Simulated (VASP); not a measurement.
Set up this calculation in VASP 6.6.1, as the native input.

```yaml
Task: single point
Functional: PBE
Dispersion: D3(BJ)
Potentials_or_basis: VASP PAW PBE potentials, release 64 (Si, Cu)
Cutoff: 520 eV
k_mesh: 2 × 2 × 2
Occupations: gaussian, width 0.05 eV
Spin: collinear spin, zero start
Starting_moments: "[0.0, 0.0, 0.0, 0.0, 0.0, 0.0, 0.0, 0.0, 0.0, 0.0, 0.0, 0.0, 0.0, 0.0, 0.0, 0.0, 0.0] μB"
Dipole_correction: no
Further_INCAR_settings: ALGO = Normal; EDIFF = 1e-06; NBANDS = 56
```

The structure of CuSi16 (a cell with a defect) lies in POSCAR:

```
CuSi16
1.0
    0.0000000000      5.4300000000      5.4300000000
    5.4300000000      0.0000000000      5.4300000000
    5.4300000000      5.4300000000      0.0000000000
Si Cu
16 1
Direct
   -0.0149870166      0.0034910681      0.0056569982
    0.1264468692      0.1206336096      0.1310553407
    0.0084009208     -0.0174572744      0.5043600368
    0.1264374770      0.1204013812      0.6217512891
    0.0033493554      0.4938720074      0.0026320442
    0.1166279926      0.6300627993      0.1264493554
    0.0032973297      0.4936490792      0.4997159300
    0.1321627072      0.6088435543      0.6291627072
    0.5101732965      0.0047506446      0.0056476980
    0.6176065378      0.1589809392      0.1118603131
    0.5101833333      0.0044164825      0.4795654696
    0.6351011050      0.1213675875      0.6217254144
    0.4911724678      0.5348247698     -0.0130737569
    0.6301186004      0.6310950276      0.1264913444
    0.5055343462      0.4945755985      0.4997509208
    0.6300701657      0.6308460405      0.6122154696
    0.3477538674      0.9666514733      0.8427253223
```

The input as run:

INCAR

```
SYSTEM = CuSi16
PREC = Accurate
ENCUT = 520
EDIFF = 1E-6
ISMEAR = 0
SIGMA = 0.05
LREAL = .False.
LASPH = .True.
NELM = 200
ALGO = Normal
ISIF = 2
LWAVE = .False.
LCHARG = .False.
ISPIN = 2
MAGMOM = 0 0 0 0 0 0 0 0 0 0 0 0 0 0 0 0 0
LORBIT = 11
LMAXMIX = 4
GGA = PE
IVDW = 12
NBANDS = 56
GGA_COMPAT = .False.
```

KPOINTS

```
regular mesh
0
Gamma
  2 2 2
  0 0 0
```

Potentials or basis: VASP PAW PBE potentials, release 64 (Si, Cu).

Run with:

```console
$ cat potpaw_PBE.64/Si/POTCAR potpaw_PBE.64/Cu/POTCAR > POTCAR
$ mpirun -np 1 vasp_std > vasp.out
```

Results of the run:

```json
{
  "Pressure": "1.3 GPa",
  "Largest force": "0.026 eV/Å",
  "Net moment": "0.00 μB per cell",
  "Valence electrons inside the program's atomic spheres": "Si 1.69, 1.68, 1.70, 1.71 (each value once); Cu 10.15",
  "Dispersion energy per atom": "-0.334 eV"
}
```

Caveat: the k points lie up to 0.50 Å⁻¹ apart; no moment was typed at the start, so none could form.

It took 10 min on 1 thread of AMD EPYC 9R45 96-Core Processor (Zen 5) (shared host), peak memory 0.71 GiB.
